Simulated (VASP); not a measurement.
Write the native input for VASP 6.6.1 that does the following.

```
Task                   : single point
Functional             : PBEsol
Potentials or basis    : VASP PAW PBE potentials, release 64 (Y_sv, B)
Cutoff                 : 520 eV
k mesh                 : 10 × 10 × 10
Occupations            : gaussian, width 0.1 eV
Spin                   : no spin polarisation
Dipole correction      : no
Further INCAR settings : ALGO = Normal; EDIFF = 1e-06; NBANDS = 24
```

The structure of YB6 lies in POSCAR:

```
YB6
1.0
    4.2069994789      0.0000000000      0.0000000000
    0.0000000000      4.2069994789      0.0000000000
    0.0000000000      0.0000000000      4.2069994789
Y B
1 6
Direct
    0.0000000000      0.0000000000      0.0000000000
    0.2001498064      0.5000000000      0.5000000000
    0.5000000000      0.2001498064      0.5000000000
    0.7998501936      0.5000000000      0.5000000000
    0.5000000000      0.7998501936      0.5000000000
    0.5000000000      0.5000000000      0.2001498064
    0.5000000000      0.5000000000      0.7998501936
```

This cell differs from its parent crystal: volume scaled by 1.10, then relaxed in part.

One way to write it, as run:

INCAR

```
SYSTEM = YB6
ALGO = Normal
EDIFF = 1E-6
ENCUT = 520
GGA = PS
ISIF = 2
ISMEAR = 0
LASPH = .True.
LCHARG = .False.
LREAL = .False.
LWAVE = .False.
NBANDS = 24
NELM = 100
PREC = Accurate
SIGMA = 0.1
```

KPOINTS

```
k-points
0
Gamma
  10 10 10
  0 0 0
```

Potentials or basis: VASP PAW PBE potentials, release 64 (Y_sv, B).

Run with:

```console
$ cat potpaw_PBE.64/Y_sv/POTCAR potpaw_PBE.64/B/POTCAR > POTCAR
$ mpirun -np 1 vasp_std > vasp.out
```

It gave:

```
Pressure      : -14.1 GPa
Largest force : 0.023 eV/Å
```

Caveat: the PAW data sets were made with another functional, which shifts forces and pressure a little.

Run time: 29 s on 1 thread of Intel(R) Xeon(R) 6975P-C (Granite Rapids), with other jobs on the host, peak memory 0.25 GiB.
